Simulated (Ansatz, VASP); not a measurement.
Two plane-wave programs on Sn

```
CELL_PARAMETERS angstrom
-1.96100 1.96100 1.70598
1.96100 -1.96100 1.70598
1.96100 1.96100 -1.70598
ATOMIC_POSITIONS crystal
Sn 0.00000 0.00000 0.00000
```

Alike in both runs: functional PBEsol; k mesh 22 × 22 × 22; occupations gaussian, width 0.1 eV; no spin polarisation.

Ansatz relaxed the structure, and its values are those at the end. VASP's run is a single point on that final structure, the one shown.

|  | VASP | Ansatz |
| --- | --- | --- |
| version | VASP 6.6.1 | Ansatz 0.2.0 |
| potentials or method | VASP PAW PBE potentials, release 64 (Sn_d), cutoff 520 eV | scalar-relativistic, plane waves, PAW |
| valence electrons in the cell | 14 | 14 |

|  | VASP | Ansatz | Ansatz less VASP |
| --- | --- | --- | --- |
| gap on the k mesh at the Fermi level (eV) | none | none | - |
| pressure (GPa) | 0.0 | 0.0 | +0.03 |

VASP's potentials were made for PBE, not for PBEsol. A gap of «none» marks a metal or a gap that the smearing closes.
